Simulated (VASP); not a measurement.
# SrTiC in VASP: notebook

Runs on SrTiC. Level: PBE. Tasks: single point, relaxation of cell and atoms.

Everything below comes from runs of VASP 6.6.1. Logs are shortened: lines on timing, memory, paths and dates and some standing lists are left out, and cuts for length are marked.

**1. The cell of the first run**

The typed cell holds 3 atoms: a = 3.098 Å, b = 3.098 Å, c = 5.579 Å, α = 90.00°, β = 90.00°, γ = 90.00°.

The cell was built from a structure type or drawn by symmetry, and may not be a known phase.

**2. Single point, PBE**

File INCAR:

```
PREC = Accurate ; ENCUT = 520
EDIFF = 1E-6 ; ISMEAR = 0
SIGMA = 0.1 ; LREAL = False
LASPH = True ; NELM = 80
ALGO = Normal ; ISIF = 2
LWAVE = False ; LCHARG = False
GGA = PE ; NBANDS = 20
```

File KPOINTS:

```
regular mesh
0
Gamma
  4 4 4
```

File POSCAR:

```
SrTiC
1.0
    3.0976997747      0.0000000000      0.0000000000
    0.0000000000      3.0976997747      0.0000000000
    0.0000000000      0.0000000000      5.5787360887
Sr Ti C
1 1 1
Direct
    0.5000000000      0.5000000000      1.1109022413
    0.0000000000      0.0000000000      0.6105595243
    0.5000000000      0.5000000000      0.6110281144
```

Potentials or basis: VASP PAW PBE potentials, release 64 (Sr_sv, Ti_sv, C).

The run is started by

```console
> cat potpaw_PBE.64/Sr_sv/POTCAR potpaw_PBE.64/Ti_sv/POTCAR potpaw_PBE.64/C/POTCAR > POTCAR
> mpirun -np 1 vasp_std > vasp.out
```

OUTCAR:

```text
PREC = Accurate
   ENCUT = 520
   EDIFF = 1E-6
   ISMEAR = 0
   LREAL = False
   LASPH = True
   NELM = 80
   ISIF = 2
   GGA = PE

 ion  position               nearest neighbor table
   1  0.500  0.500  0.111-   3 2.79   3 2.79   2 3.55   2 3.55   2 3.55   2 3.55   2 3.55   2 3.55
                             2 3.55   2 3.55
   2  0.000  0.000  0.611-   3 2.19   3 2.19   3 2.19   3 2.19   1 3.55   1 3.55   1 3.55   1 3.55
                             1 3.55   1 3.55   1 3.55   1 3.55
   3  0.500  0.500  0.611-   2 2.19   2 2.19   2 2.19   2 2.19   1 2.79   1 2.79

  LATTYP: Found a simple tetragonal cell.
 ALAT       =     3.0976997747
 C/A-ratio  =     1.8009285904

  Lattice vectors:

 A1 = (   3.0976997747,   0.0000000000,   0.0000000000)
 A2 = (   0.0000000000,   3.0976997747,   0.0000000000)
 A3 = (   0.0000000000,   0.0000000000,   5.5787360887)

Analysis of symmetry for initial positions (statically):
=====================================================================
 Subroutine PRICEL returns:
 Original cell was already a primitive cell.

 Routine SETGRP: Setting up the symmetry group for a
 simple tetragonal supercell.

 Subroutine GETGRP returns: Found  8 space group operations
 (whereof  8 operations were pure point group operations)
 out of a pool of 16 trial point group operations.

The static configuration has the point symmetry C_4v.

Analysis of symmetry for dynamics (positions and initial velocities):
=====================================================================
 Subroutine PRICEL returns:
 Original cell was already a primitive cell.

 Routine SETGRP: Setting up the symmetry group for a
 simple tetragonal supercell.

 Subroutine GETGRP returns: Found  8 space group operations
 (whereof  8 operations were pure point group operations)
 out of a pool of 16 trial point group operations.

The dynamic configuration has the point symmetry C_4v.

 Subroutine INISYM returns: Found  8 space group operations
 (whereof  8 operations are pure point group operations),
 and found     1 'primitive' translations

----------------------------------------------------------------------------------------

                                     Primitive cell

  volume of cell :      53.5321

  direct lattice vectors                    reciprocal lattice vectors
     3.097699775  0.000000000  0.000000000     0.322820180  0.000000000  0.000000000
     0.000000000  3.097699775  0.000000000     0.000000000  0.322820180  0.000000000
     0.000000000  0.000000000  5.578736089     0.000000000  0.000000000  0.179252071

  length of vectors
     3.097699775  3.097699775  5.578736089     0.322820180  0.322820180  0.179252071

  position of ions in fractional coordinates (direct lattice)
     0.500000000  0.500000000  0.110902241
     0.000000000  0.000000000  0.610559524
     0.500000000  0.500000000  0.611028114

  ion indices of the primitive-cell ions
   primitive index   ion index
                 1           1
                 2           2
                 3           3

----------------------------------------------------------------------------------------

 KPOINTS: regular mesh

Automatic generation of k-mesh.
 Grid dimensions read from file:
 generate k-points for:    4    4    4

 Generating k-lattice:

  Cartesian coordinates                     Fractional coordinates (reciprocal lattice)
     0.080705045  0.000000000  0.000000000     0.250000000  0.000000000  0.000000000
     0.000000000  0.080705045  0.000000000     0.000000000  0.250000000  0.000000000
     0.000000000  0.000000000  0.044813018     0.000000000  0.000000000  0.250000000

  Length of vectors
     0.080705045  0.080705045  0.044813018

  Shift w.r.t. Gamma in fractional coordinates (k-lattice)
     0.000000000  0.000000000  0.000000000

 Subroutine IBZKPT returns following result:
 ===========================================

 Found     18 irreducible k-points:

 Following reciprocal coordinates:
            Coordinates               Weight
  0.000000  0.000000  0.000000      1.000000
  0.250000  0.000000  0.000000      4.000000
  0.500000  0.000000  0.000000      2.000000
  0.250000  0.250000  0.000000      4.000000
  0.500000  0.250000  0.000000      4.000000
  0.500000  0.500000  0.000000      1.000000
[... 10 lines left out ...]
  0.500000  0.250000  0.500000      4.000000
  0.500000  0.500000  0.500000      1.000000
   k-points           NKPTS =     18   k-points in BZ     NKDIM =     18   number of bands    NBANDS=     20
   number of dos      NEDOS =    301   number of ions     NIONS =      3
   total plane-waves  NPLWV =  24192
   dimension x,y,z NGX =    24 NGY =   24 NGZ =   42
   dimension x,y,z NGXF=    48 NGYF=   48 NGZF=   84
   ions per type =               1   1   1
   NGX,Y,Z   is equivalent  to a cutoff of  12.88, 12.88, 12.52 a.u.
   NGXF,Y,Z  is equivalent  to a cutoff of  25.76, 25.76, 25.03 a.u.
 SYSTEM =  unknown system
   PREC   = accura    normal or accurate (medium, high low for compatibility)
   ISTART =      0    job   : 0-new  1-cont  2-samecut
   ICHARG =      2    charge: 1-file 2-atom 10-const
   ISPIN  =      1    spin polarized calculation?
   LNONCOLLINEAR =      F non collinear calculations
   LSORBIT =      F    spin-orbit coupling
   LASPH  =      T    aspherical Exc in radial PAW
   ENCUT  =  520.0 eV  38.22 Ry    6.18 a.u.   5.76  5.76 10.37*2*pi/ulx,y,z
   NELM   =     80;   NELMIN=  2; NELMDL= -5     # of ELM steps
   EDIFF  = 0.1E-05   stopping-criterion for ELM
   LREAL  =      F    real-space projection
   EDIFFG = 0.1E-04   stopping-criterion for IOM
   NSW    =      0    number of steps for IOM
   IBRION =     -1    ionic relax: 0-MD 1-quasi-New 2-CG
   NFREE  =      0    steps in history (QN), initial steepest desc. (CG)
   ISIF   =      2    stress and relaxation
   ISYM   =      2    0-nonsym 1-usesym 2-fastsym
   POTIM  = 0.5000    time-step for ionic-motion
   TEBEG  =    0.0;   TEEND  =   0.0 temperature during run
   PSTRESS=    0.0 pullay stress
   NELECT =      26.0000    total number of electrons
   NUPDOWN=      -1.0000    fix difference up-down
   EMIN   =  10.00;   EMAX   =-10.00  energy-range for DOS
   EFERMI =   0.00;   METHOD = LEGACY
   ISMEAR =     0;   SIGMA  =   0.10  broadening in eV -4-tet -1-fermi 0-gaus
   EFERMI_NEDOS =   21; number of points for ismear=-14 and -15
   IALGO  =     38    algorithm
   IMIX   =      4    mixing-type and parameters
     AMIX     =   0.40;   BMIX     =  1.00
     AMIX_MAG =   1.60;   BMIX_MAG =  1.00
  volume/ion in A,a.u.               =      17.84       120.42
  Fermi-wavevector in a.u.,A,eV,Ry     =   1.286850  2.431793 22.531001  1.655982
  Thomas-Fermi vector in A             =   2.418899
   LORBIT       =      0    0 simple, 1 ext, 2 COOP (PROOUT), +10 PAW based schemes
   GGA     = PE    functional components
   LHFCALC =     F    Hartree Fock is set to
   AEXX    =    0.0000 exact exchange contribution
   IVDW    =     0    specifies the selected vdW correction
   LEPSILON=     F    determine dielectric tensor
   LRPA    =     F    only Hartree local field effects (RPA)
 non-spin polarized calculation
 Gauss-broadening in eV      SIGMA  =   0.10
  energy-cutoff  :      520.00
  volume of cell :       53.53
 maximum number of plane-waves:      1460
 NGX is ok and might be reduce to    24
   NGX = 11   NGY = 11   NGZ = 21

 number of electron      26.0000003 magnetization

 Free energy of the ion-electron system (eV)
  ---------------------------------------------------
  ext. energy  EPLUGINS =         0.00000000
  ---------------------------------------------------
  free energy    TOTEN  =       -18.41382005 eV

  energy without entropy =      -18.39986473  energy(sigma->0) =      -18.40684239

 E-fermi :   5.4803     XC(G=0): -10.5447

 val. band max:        5.3913882263   @ k =   0.5000   0.5000   0.2500
 cond. band min:       5.5334802908   @ k =   0.2500   0.2500   0.5000
 fundamental gap:      0.1420920645
 Fermi energy:         5.4803065151

 k-point     1 :       0.0000    0.0000    0.0000
  band No.  band energies     occupation
      1     -51.1329      2.00000
      2     -30.0258      2.00000
      3     -27.5588      2.00000
      4     -27.1938      2.00000
      5     -27.1938      2.00000
      6     -11.9720      2.00000
[... 12 lines left out ...]
     19       7.7794      0.00000
     20      10.9463      0.00000

 k-point     2 :       0.2500    0.0000    0.0000
  band No.  band energies     occupation
      1     -51.1227      2.00000
      2     -29.9182      2.00000
      3     -27.5474      2.00000
      4     -27.3093      2.00000
      5     -27.1787      2.00000
      6     -12.2646      2.00000
[... 12 lines left out ...]
     19       9.3715      0.00000
     20      10.8978      0.00000

 k-point     3 :       0.5000    0.0000    0.0000
  band No.  band energies     occupation
      1     -51.1124      2.00000
      2     -29.8069      2.00000
      3     -27.5360      2.00000
      4     -27.4226      2.00000
      5     -27.1634      2.00000
      6     -13.0676      2.00000
[... 12 lines left out ...]
     19      10.5149      0.00000
     20      11.2162      0.00000

 k-point     4 :       0.2500    0.2500    0.0000
  band No.  band energies     occupation
      1     -51.1125      2.00000
      2     -29.8128      2.00000
      3     -27.5367      2.00000
      4     -27.2948      2.00000
      5     -27.2888      2.00000
      6     -12.1805      2.00000
[... 291 lines left out ...]
 k-point    17 :       0.5000    0.2500    0.5000
  band No.  band energies     occupation
      1     -51.1023      2.00000
      2     -29.7033      2.00000
      3     -27.5262      2.00000
      4     -27.4037      2.00000
      5     -27.2742      2.00000
      6     -12.9141      2.00000
[... 12 lines left out ...]
     19      10.0770      0.00000
     20      10.1427      0.00000

 k-point    18 :       0.5000    0.5000    0.5000
  band No.  band energies     occupation
      1     -51.0922      2.00000
      2     -29.5972      2.00000
      3     -27.5161      2.00000
      4     -27.3833      2.00000
      5     -27.3833      2.00000
      6     -12.7601      2.00000
[... 12 lines left out ...]
     19       9.0053      0.00000
     20      10.5150      0.00000

------------------------ aborting loop because EDIFF is reached ----------------------------------------

  FORCE on cell =-STRESS in cart. coord.  units (eV):
  Direction    XX          YY          ZZ          XY          YZ          ZX
  --------------------------------------------------------------------------------------
  -------------------------------------------------------------------------------------
  Total        0.1999636      0.1999636      0.1242639      0.0000000      0.0000000      0.0000000
  in kB        5.9847658      5.9847658      3.7191263      0.0000000      0.0000000      0.0000000
  external PRESSURE =       5.2295526 kB  Pullay stress =       0.0000000 kB

 VOLUME and BASIS-vectors are now :
 -----------------------------------------------------------------------------
  energy-cutoff  :      520.00
  volume of cell :       53.53
      direct lattice vectors                 reciprocal lattice vectors
     3.097699775  0.000000000  0.000000000     0.322820180  0.000000000  0.000000000
     0.000000000  3.097699775  0.000000000     0.000000000  0.322820180  0.000000000
     0.000000000  0.000000000  5.578736089     0.000000000  0.000000000  0.179252071

 POSITION                                       TOTAL-FORCE (eV/Angst)
 -----------------------------------------------------------------------------------
      1.54885      1.54885      0.61869         0.000000      0.000000     -0.000973
      0.00000      0.00000      3.40615         0.000000      0.000000      0.012369
      1.54885      1.54885      3.40876         0.000000     -0.000000     -0.011396
 -----------------------------------------------------------------------------------
    total drift:                                0.000000     -0.000000      0.000265

  FREE ENERGIE OF THE ION-ELECTRON SYSTEM (eV)
  ---------------------------------------------------
  free  energy   TOTEN  =       -18.4138200501 eV

  energy  without entropy=      -18.3998647291  energy(sigma->0) =      -18.40684239
```

Run time: 8 s. Hardware: 1 thread of Intel Xeon 6975P-C (Granite Rapids), shared host; peak memory 0.17 GiB.

What came out:

| Property | Result |
| --- | --- |
| Free energy | -18.4138 eV |
| Pressure | 0.5 GPa |
| Largest force | 0.012 eV/Å |
| Band gap on the k mesh | zero (bands 13 and 14 overlap by 1.57 eV) |

Forces in eV/Å, atoms in the order of the input:
```
Sr   0.000  0.000 -0.001
Ti   0.000  0.000  0.012
C    0.000  0.000 -0.011
```

Levels at points of the mesh, in eV from the Fermi level:
| k point | band 10 | band 11 | band 12 | band 13 | band 14 | band 15 | band 16 | band 17 |
| --- | --- | --- | --- | --- | --- | --- | --- | --- |
| (0.00, 0.00, 0.00) | -2.58 | -1.86 | -0.47 | 1.05 | 1.05 | 1.35 | 1.76 | 1.82 |
| (0.50, 0.00, 0.00) | -4.32 | -2.20 | -2.16 | -0.14 | 0.27 | 1.22 | 2.20 | 3.35 |
| (0.50, 0.50, 0.00) | -1.80 | -1.78 | -1.78 | -0.52 | -0.52 | 0.41 | 2.56 | 3.52 |
| (0.00, 0.00, 0.50) | -3.76 | -0.74 | -0.32 | 0.12 | 0.92 | 0.92 | 1.09 | 1.97 |
| (0.50, 0.00, 0.50) | -4.58 | -3.19 | -2.19 | -0.52 | 1.45 | 1.93 | 2.09 | 3.22 |
| (0.50, 0.50, 0.50) | -2.14 | -2.14 | -1.31 | -0.75 | 0.33 | 0.33 | 1.24 | 3.41 |

Caveat: the k points lie up to 0.51 Å⁻¹ apart, too coarse for converged energies and pressures of a metal.

[end of part 1 of 2]
